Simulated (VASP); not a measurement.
# TePb in VASP: notebook

The runs below take TePb through single point, with PBEsol+D3(BJ), PBE exchange alone, r2SCAN.

All numbers are computed with VASP 6.6.1; they aren't measurements. Logs are shortened: lines on timing, memory, paths and dates and some standing lists are left out, and cuts for length are marked.

**1. The cell of the first run**

The typed cell holds 2 atoms: a = 4.580 Å, b = 4.516 Å, c = 4.563 Å, α = 61.50°, β = 60.32°, γ = 59.70°.

**2. Single point, PBEsol+D3(BJ), collinear spin (the cell strained at random)**

INCAR reads:

```
SYSTEM = TePb
PREC = Accurate
ENCUT = 520
EDIFF = 1E-6
ISMEAR = -5
SIGMA = 0.05
LREAL = .False.
LASPH = .True.
NELM = 150
ALGO = Normal
ISIF = 2
LWAVE = .False.
LCHARG = .False.
ISPIN = 2
MAGMOM = 0.24 0
LORBIT = 11
GGA = PS
IVDW = 12
NBANDS = 21
```

KPOINTS reads:

```
Automatic mesh
0
Gamma
  7 7 7
  0 0 0
```

POSCAR reads:

```
TePb
1.0
    4.5797319991      0.0000000000      0.0000000000
    2.2779172749      3.8989622854      0.0000000000
    2.2590762116      1.2021935339      3.7779120134
Pb Te
1 1
Direct
    0.0000000000      0.0000000000      0.0000000000
    0.5000000000      0.5000000000      0.5000000000
```

Potentials or basis: VASP PAW PBE potentials, release 64 (Pb_d, Te).

The run is started by

```sh
$ cat potpaw_PBE.64/Pb_d/POTCAR potpaw_PBE.64/Te/POTCAR > POTCAR
$ mpirun -np 1 vasp_std > vasp.out
```

OUTCAR:

```text
SYSTEM = TePb
   PREC = Accurate
   ENCUT = 520
   EDIFF = 1E-6
   ISMEAR = -5
   LREAL = .False.
   LASPH = .True.
   NELM = 150
   ISIF = 2
   ISPIN = 2
   LORBIT = 11
   GGA = PS
   IVDW = 12
 IVDW          = 12

 ion  position               nearest neighbor table
   1  0.000  0.000  0.000-   2 3.17   2 3.17   2 3.25   2 3.25   2 3.27   2 3.27
   2  0.500  0.500  0.500-   1 3.17   1 3.17   1 3.25   1 3.25   1 3.27   1 3.27

  Warning from LATTYP: Got some problem with cell dimensions!
  Tried to take original basis but could not verify dimensions!
  LATTYP: Found a triclinic cell.
 ALAT       =     4.5797319991
 B/A-ratio  =     1.4267026446
 C/A-ratio  =     0.9886432335
 COS(alpha) =     0.0023818325
 COS(beta)  =     0.5083826273
 COS(gamma) =     0.7038004827

  Lattice vectors:

 A1 = (  -4.5797319991,  -0.0000000000,   0.0000000000)
 A2 = (  -4.5985730624,  -2.6967687515,   3.7779120134)
 A3 = (  -2.3018147242,   3.8989622854,   0.0000000000)

Analysis of symmetry for initial positions (statically):
=====================================================================
 Subroutine PRICEL returns:
 Original cell was already a primitive cell.

 Routine SETGRP: Setting up the symmetry group for a
 triclinic supercell.

 Subroutine GETGRP returns: Found  2 space group operations
 (whereof  2 operations were pure point group operations)
 out of a pool of  2 trial point group operations.

The static configuration has the point symmetry S_2 .

Analysis of symmetry for dynamics (positions and initial velocities):
=====================================================================
 Subroutine PRICEL returns:
 Original cell was already a primitive cell.

 Routine SETGRP: Setting up the symmetry group for a
 triclinic supercell.

 Subroutine GETGRP returns: Found  2 space group operations
 (whereof  2 operations were pure point group operations)
 out of a pool of  2 trial point group operations.

The dynamic configuration has the point symmetry S_2 .

Analysis of structural, dynamic, and magnetic symmetry:
=====================================================================
 Subroutine PRICEL returns:
 Original cell was already a primitive cell.

 Routine SETGRP: Setting up the symmetry group for a
 triclinic supercell.

 Subroutine GETGRP returns: Found  2 space group operations
 (whereof  2 operations were pure point group operations)
 out of a pool of  2 trial point group operations.

The overall configuration has the point symmetry S_2 .

 Subroutine INISYM returns: Found  2 space group operations
 (whereof  2 operations are pure point group operations),
 and found     1 'primitive' translations

----------------------------------------------------------------------------------------

                                     Primitive cell

  volume of cell :      67.4592

  direct lattice vectors                    reciprocal lattice vectors
     4.579731999  0.000000000  0.000000000     0.218353388 -0.127570086 -0.089973777
     2.277917275  3.898962285  0.000000000     0.000000000  0.256478500 -0.081615663
     2.259076212  1.202193534  3.777912013     0.000000000  0.000000000  0.264696477

  length of vectors
     4.579731999  4.515618896  4.563037782     0.268416858  0.269151143  0.264696477

  position of ions in fractional coordinates (direct lattice)
     0.000000000  0.000000000  0.000000000
     0.500000000  0.500000000  0.500000000

  ion indices of the primitive-cell ions
   primitive index   ion index
                 1           1
                 2           2

----------------------------------------------------------------------------------------

 KPOINTS: Automatic mesh

Automatic generation of k-mesh.
 Grid dimensions read from file:
 generate k-points for:    7    7    7

 Generating k-lattice:

  Cartesian coordinates                     Fractional coordinates (reciprocal lattice)
     0.031193341 -0.018224298 -0.012853397     0.142857143 -0.000000000  0.000000000
     0.000000000  0.036639786 -0.011659380     0.000000000  0.142857143  0.000000000
     0.000000000  0.000000000  0.037813782     0.000000000  0.000000000  0.142857143

  Length of vectors
     0.038345265  0.038450163  0.037813782

  Shift w.r.t. Gamma in fractional coordinates (k-lattice)
     0.000000000  0.000000000  0.000000000

 TETIRR: Found   1026 inequivalent tetrahedra from     2058

 Subroutine IBZKPT returns following result:
 ===========================================

 Found    172 irreducible k-points:

 Following reciprocal coordinates:
            Coordinates               Weight
  0.000000  0.000000  0.000000      1.000000
  0.142857  0.000000  0.000000      2.000000
  0.285714 -0.000000 -0.000000      2.000000
  0.428571 -0.000000  0.000000      2.000000
  0.000000  0.142857  0.000000      2.000000
  0.142857  0.142857  0.000000      2.000000
[... 16 lines left out ...]
 -0.428571  0.428571 -0.000000      2.000000
 -0.285714  0.428571 -0.000000      2.000000
 [... further k-points ...]
   k-points           NKPTS =    172   k-points in BZ     NKDIM =    172   number of bands    NBANDS=     21
   number of dos      NEDOS =    301   number of ions     NIONS =      2
   total plane-waves  NPLWV =  46656
   dimension x,y,z NGX =    36 NGY =   36 NGZ =   36
   dimension x,y,z NGXF=    72 NGYF=   72 NGZF=   72
   ions per type =               1   1
   NGX,Y,Z   is equivalent  to a cutoff of  13.07, 13.25, 13.12 a.u.
   NGXF,Y,Z  is equivalent  to a cutoff of  26.14, 26.51, 26.23 a.u.
 SYSTEM =  TePb
   PREC   = accura    normal or accurate (medium, high low for compatibility)
   ISTART =      0    job   : 0-new  1-cont  2-samecut
   ICHARG =      2    charge: 1-file 2-atom 10-const
   ISPIN  =      2    spin polarized calculation?
   LNONCOLLINEAR =      F non collinear calculations
   LSORBIT =      F    spin-orbit coupling
   LASPH  =      T    aspherical Exc in radial PAW
   ENCUT  =  520.0 eV  38.22 Ry    6.18 a.u.   8.52  8.40  8.48*2*pi/ulx,y,z
   NELM   =    150;   NELMIN=  2; NELMDL= -5     # of ELM steps
   EDIFF  = 0.1E-05   stopping-criterion for ELM
   LREAL  =      F    real-space projection
   EDIFFG = 0.1E-04   stopping-criterion for IOM
   NSW    =      0    number of steps for IOM
   IBRION =     -1    ionic relax: 0-MD 1-quasi-New 2-CG
   NFREE  =      0    steps in history (QN), initial steepest desc. (CG)
   ISIF   =      2    stress and relaxation
   ISYM   =      2    0-nonsym 1-usesym 2-fastsym
   POTIM  = 0.5000    time-step for ionic-motion
   TEBEG  =    0.0;   TEEND  =   0.0 temperature during run
   PSTRESS=    0.0 pullay stress
   NELECT =      20.0000    total number of electrons
   NUPDOWN=      -1.0000    fix difference up-down
   EMIN   =  10.00;   EMAX   =-10.00  energy-range for DOS
   EFERMI =   0.00;   METHOD = LEGACY
   ISMEAR =    -5;   SIGMA  =   0.05  broadening in eV -4-tet -1-fermi 0-gaus
   EFERMI_NEDOS =   21; number of points for ismear=-14 and -15
   IALGO  =     38    algorithm
   IMIX   =      4    mixing-type and parameters
     AMIX     =   0.40;   BMIX     =  1.00
     AMIX_MAG =   1.60;   BMIX_MAG =  1.00
  volume/ion in A,a.u.               =      33.73       227.62
  Fermi-wavevector in a.u.,A,eV,Ry     =   1.091619  2.062861 16.213145  1.191633
  Thomas-Fermi vector in A             =   2.227868
   LORBIT       =     11    0 simple, 1 ext, 2 COOP (PROOUT), +10 PAW based schemes
   GGA     = PS    functional components
   LHFCALC =     F    Hartree Fock is set to
   AEXX    =    0.0000 exact exchange contribution
   IVDW    =    12    specifies the selected vdW correction
   LEPSILON=     F    determine dielectric tensor
   LRPA    =     F    only Hartree local field effects (RPA)
 spin polarized calculation
 Fermi weights with tetrahedron method with Bloechl corrections
  energy-cutoff  :      520.00
  volume of cell :       67.46
 maximum number of plane-waves:      1835
 NGX is ok and might be reduce to    36
   NGX = 17   NGY = 17   NGZ = 17

 number of electron      20.0000002 magnetization       0.0005570

 number of electron      20.0000002 magnetization      -0.0000661

 Free energy of the ion-electron system (eV)
  ---------------------------------------------------
  ext. energy  EPLUGINS =         0.00000000
  ---------------------------------------------------
  free energy    TOTEN  =        -8.24584419 eV

  energy without entropy =       -8.24584419  energy(sigma->0) =       -8.24584419

 E-fermi :   5.5297     XC(G=0):  -9.4700

 val. band max:        5.4381134921   @ k =   0.0000   0.0000   0.4286
 cond. band min:       6.2067979055   @ k =   0.4286   0.4286   0.4286
 fundamental gap:      0.7686844134
 Fermi energy:         5.5296880572

 spin component 1

 k-point     1 :       0.0000    0.0000    0.0000
  band No.  band energies     occupation
      1     -11.1740      1.00000
      2     -11.1661      1.00000
      3     -11.1615      1.00000
      4     -11.1561      1.00000
      5     -11.1550      1.00000
      6      -6.5778      1.00000
[... 550 lines left out ...]
      5     -11.1348      1.00000
      6      -4.8935      1.00000
[... 13 lines left out ...]
     20      18.5556      0.00000
     21      19.3966      0.00000

 [... further k-points ...]

 spin component 2

 k-point     1 :       0.0000    0.0000    0.0000
  band No.  band energies     occupation
      1     -11.1738      1.00000
      2     -11.1659      1.00000
      3     -11.1613      1.00000
      4     -11.1559      1.00000
      5     -11.1548      1.00000
      6      -6.5778      1.00000
[... 550 lines left out ...]
      5     -11.1346      1.00000
      6      -4.8935      1.00000
[... 13 lines left out ...]
     20      18.5557      0.00000
     21      19.3966      0.00000

 [... further k-points ...]

------------------------ aborting loop because EDIFF is reached ----------------------------------------

 Edisp (eV)   -0.80730

 E8    (eV) :    -0.5692

  FORCE on cell =-STRESS in cart. coord.  units (eV):
  Direction    XX          YY          ZZ          XY          YZ          ZX
  --------------------------------------------------------------------------------------
  -------------------------------------------------------------------------------------
  Total      -1.32846    -0.42482    -1.09413    -0.02274     0.66822     0.09354
  in kB     -31.55125   -10.08969   -25.98606    -0.54012    15.87046     2.22165
  external pressure =      -22.54 kB  Pullay stress =        0.00 kB

 VOLUME and BASIS-vectors are now :
 -----------------------------------------------------------------------------
  energy-cutoff  :      520.00
  volume of cell :       67.46
      direct lattice vectors                 reciprocal lattice vectors
     4.579731999  0.000000000  0.000000000     0.218353388 -0.127570086 -0.089973777
     2.277917275  3.898962285  0.000000000     0.000000000  0.256478500 -0.081615663
     2.259076212  1.202193534  3.777912013     0.000000000  0.000000000  0.264696477

 POSITION                                       TOTAL-FORCE (eV/Angst)
 -----------------------------------------------------------------------------------
      0.00000      0.00000      0.00000        -0.000000      0.000000      0.000000
      4.55836      2.55058      1.88896         0.000000      0.000000      0.000000
 -----------------------------------------------------------------------------------
    total drift:                                0.000000     -0.000000     -0.000000

  FREE ENERGIE OF THE ION-ELECTRON SYSTEM (eV)
  ---------------------------------------------------
  free  energy   TOTEN  =        -9.0531414937 eV

  energy  without entropy=       -9.0531414937  energy(sigma->0) =       -9.05314149

 total charge

# of ion       s       p       d       tot
------------------------------------------
    1        1.448   0.584   9.831  11.863
    2        1.377   1.986   0.019   3.381
--------------------------------------------------
tot          2.825   2.570   9.850  15.244

 magnetization (x)

# of ion       s       p       d       tot
------------------------------------------
    1        0.000  -0.000   0.000   0.000
    2       -0.000  -0.000  -0.000  -0.000
--------------------------------------------------
tot          0.000  -0.000   0.000  -0.000
```

Wall time 3.1 min (1 thread of Intel Xeon Platinum 8559C (Emerald Rapids), shared host); peak memory 0.52 GiB.

Results:

```yaml
Free_energy: -9.0531 eV
Pressure: -2.3 GPa
Band_gap_on_the_k_mesh: 0.77 eV (least direct gap 0.88 eV)
Net_moment: 0.00 μB per cell
Valence_electrons_inside_the_program's_atomic_spheres: Pb 11.86; Te 3.38
Dispersion_energy_per_atom: -0.404 eV
```

Caveat: the cell differs from its parent crystal (the cell strained at random); the PAW data sets were made with another functional, which shifts forces and pressure a little; spin-orbit coupling is left out, which moves the levels of the heavy elements.

**3. Single point, PBE exchange alone, non-collinear spin, zero start, spin-orbit coupling**

This run uses another cell than the first one, of 32.38 Å³/atom.

INCAR reads:

```
PREC     = Accurate       # precision mode
ENCUT    = 500            # plane-wave cutoff, eV
EDIFF    = 1E-6           # SCF threshold, eV
ISMEAR   = -1             # smearing method
SIGMA    = 0.15           # smearing width, eV
LREAL    = F              # projectors in reciprocal space
LASPH    = T              # aspherical terms in the spheres
NELM     = 200            # most SCF steps
ALGO     = Normal         # electronic algorithm
ISIF     = 2              # what is computed and relaxed
LWAVE    = F              # write WAVECAR
LCHARG   = T              # write CHGCAR
MAGMOM   = 0 0 0 0 0 0    # initial moments
LORBIT   = 11             # projections on sites
LSORBIT  = T              # spin-orbit coupling
GGA_COMPAT= F            
LORBMOM  = T            
GGA      = PE             # functional
ALDAC    = 0.0          
AGGAC    = 0.0          
LVHAR    = T            
ISYM     = -1           
NBANDS   = 32             # bands
```

KPOINTS reads:

```
Automatic mesh
0
Gamma
  5 5 5
  0.5 0.5 0.5
```

POSCAR reads:

```
TePb
1.0
    0.0000000000      3.1873324850      3.1873324850
    3.1873324850      0.0000000000      3.1873324850
    3.1873324850      3.1873324850      0.0000000000
Pb Te
1 1
Direct
    0.0000000000      0.0000000000      0.0000000000
    0.5000000000      0.5000000000      0.5000000000
```

Potentials or basis: VASP PAW PBE potentials, release 64 (Pb_d, Te).

The run is started by

```sh
$ cat potpaw_PBE.64/Pb_d/POTCAR potpaw_PBE.64/Te/POTCAR > POTCAR
$ mpirun -np 1 vasp_ncl > vasp.out
```

Wall time 8.3 min (1 thread of Intel Xeon Platinum 8124M at 3.00GHz (Skylake/Cascade Lake), shared host); peak memory 0.61 GiB.

Results (log left out):

- Free energy: -5.3366 eV
- Pressure: 12.8 GPa
- Net moment: 0.00 μB per cell
- Valence electrons inside the program's atomic spheres: Pb 11.93; Te 3.43

Stress tensor (GPa, compression positive):
```
12.82 -0.05 -0.05
-0.05 12.82 -0.05
-0.05 -0.05 12.82
```

Moments on the atoms (μB; x, y, z):
```
Pb  0.00 0.00 0.00
Te  0.00 0.00 0.00
```

Caveat: the cell stands under pressure.

**4. Single point, r2SCAN, non-collinear spin, zero start, spin-orbit coupling (last atom moved by 0.08 Å along z, cell strained by -1.0% along z)**

INCAR reads:

```
METAGGA = R2SCAN
LSORBIT = True
MAGMOM = 0 0 0 0 0 0
LORBIT = 11
ISMEAR = 0
SIGMA = 0.03
LWAVE = False
LCHARG = False
ISIF = 2
PREC = Accurate
LASPH = True
LREAL = False
ALGO = Normal
EDIFF = 1E-6
NELM = 200
GGA_COMPAT = False
ENCUT = 540
EFERMI = MIDGAP
LMIXTAU = True
KPAR = 2
```

KPOINTS reads:

```
Automatic mesh
0
Gamma
  9 9 9
  0 0 0
```

POSCAR reads:

```
TePb
1.0
    0.0000000000      3.2310000000      3.1986900000
    3.2310000000      0.0000000000      3.1986900000
    3.2310000000      3.2310000000      0.0000000000
Pb Te
1 1
Direct
    0.0000000000      0.0000000000      0.0000000000
    0.5123800700      0.5123800700      0.4876199300
```

The run is started by

```sh
$ cat potpaw_PBE.64/Pb_d/POTCAR potpaw_PBE.64/Te/POTCAR > POTCAR
$ mpirun -np 2 vasp_ncl > vasp.out
```

Wall time 45 min (2 MPI ranks of AMD EPYC 7R13 (Zen 3), shared host); peak memory 0.73 GiB.

Results (log left out):

```yaml
Free_energy: -83.1872 eV
Pressure: 2.0 GPa
Largest_force: 0.032 eV/Å
Net_moment: 0.00 μB per cell
Valence_electrons_inside_the_program's_atomic_spheres: Pb 11.87; Te 3.44
```

Forces on the atoms (eV/Å):
```
Pb   0.000  0.000  0.032
Te   0.000  0.000 -0.032
```

Stress tensor (GPa, compression positive):
```
1.48 0.00 0.00
0.00 1.48 0.00
0.00 0.00 2.97
```

Moments on the atoms (μB; x, y, z):
```
Pb  0.00 0.00 0.00
Te  0.00 0.00 0.00
```

Caveat: the cell differs from its parent crystal (last atom moved by 0.08 Å along z, cell strained by -1.0% along z); the PAW data sets were made with another functional, which shifts forces and pressure a little.

**5. Overview**

| level | spin | cell | k mesh | cutoff (eV) | smearing | dipole correction | tolerance level | purpose | pressure (GPa) | moment (μB) |
| --- | --- | --- | --- | --- | --- | --- | --- | --- | --- | --- |
| PBEsol+D3(BJ) | collinear | a = 4.580, b = 4.516, c = 4.563 Å, angles 61.5, 60.3, 59.7°, 2 atoms, atomic positions A | 7 × 7 × 7 | 520 | tetrahedron | no | - | - | -2.3 | 0.00 |
| PBE exchange alone | non-collinear, zero start, SOC | a = 4.508 Å, angles 60.0°, 2 atoms, atomic positions A | 5 × 5 × 5, shifted | 500 | fermi-dirac 0.15 eV | no | - | - | 12.8 | 0.00 |
| r2SCAN | non-collinear, zero start, SOC | a = 4.547, b = 4.547, c = 4.569 Å, angles 59.8, 59.8, 60.3°, 2 atoms, atomic positions B | 9 × 9 × 9 | 540 | gaussian 0.03 eV | - | standard | all | 2.0 | 0.00 |

Alike in all rows: task single point; potentials or basis VASP PAW PBE potentials, release 64 (Pb_d, Te).

Caveats: the PAW data sets were made with another functional, which shifts forces and pressure a little (at least some runs); spin-orbit coupling is left out, which moves the levels of the heavy elements (at least some runs); the cell stands under pressure (at least some runs).

Total energies depend on the potentials used, so only differences within one code and one set of settings carry meaning.
